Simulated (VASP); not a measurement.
Runs of VASP 6.6.1 on AlN. The structure is that of space group Fm-3m (No. 225), or close to it. The cells are those of the table. 

```tsv
cell	gap on the mesh (eV)	pressure (GPa)
a = 2.855 Å, angles 60.0°, 2 atoms	4.64	6.1
a = 2.807 Å, angles 60.0°, 2 atoms	5.15	21.8
a = 2.902 Å, angles 60.0°, 2 atoms	4.18	(a)
a = 2.757 Å, angles 60.0°, 2 atoms	(b)	41.9
a = 2.947 Å, angles 60.0°, 2 atoms	3.76	-15.7
```

Alike in all rows: task single point; level PBE; potentials or basis VASP PAW PBE potentials, release 64 (Al, N); no spin polarisation; k mesh 6 × 6 × 6; cutoff (eV) 520; smearing gaussian 0.01 eV.

**Question.** Estimate the missing entries.

**Answer.** (a) -6.2; (b) 5.09.

Caveats: all runs use coarse meshes.

A k mesh can miss the band edges.
